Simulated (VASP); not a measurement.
ZnO (zincite), 4 atoms in the cell. The structure is hexagonal, space group P6_3mc (No. 186). Conventional cell: a = 3.205 Å, b = 3.205 Å, c = 5.135 Å, α = 90.00°, β = 90.00°, γ = 120.00°. Within 2.6 Å of Zn (site symmetry 3m) lie 4 O at 1.95 Å. O (site symmetry 3m) has 4 Zn at 1.95 Å within 2.6 Å. 

- Program: VASP 6.6.1
- Task: single point
- Functional: LDA
- Potentials or basis: VASP PAW LDA potentials, release 64 (Zn, O)
- Cutoff: 520 eV
- k mesh: 9 × 9 × 5
- Occupations: fermi-dirac, width 0.05 eV
- Spin: no spin polarisation
- Dipole correction: no
- Further INCAR settings: ALGO = Normal; EDIFF = 1e-06; NBANDS = 26

Potentials or basis: VASP PAW LDA potentials, release 64 (Zn, O).

Run with:

```bash
$ cat potpaw_LDA.64/Zn/POTCAR potpaw_LDA.64/O/POTCAR > POTCAR
$ mpirun -np 1 vasp_std > vasp.out
```

Hardware: 1 thread of Intel(R) Xeon(R) 6975P-C (Granite Rapids), with other jobs on the host.

**Question.** How long does it take, and how much memory?

**Answer.** Wall time 13 s on 1 thread of Intel(R) Xeon(R) 6975P-C (Granite Rapids) (shared host), peak memory 0.16 GiB. Counts: scf iterations 15, k points 36.
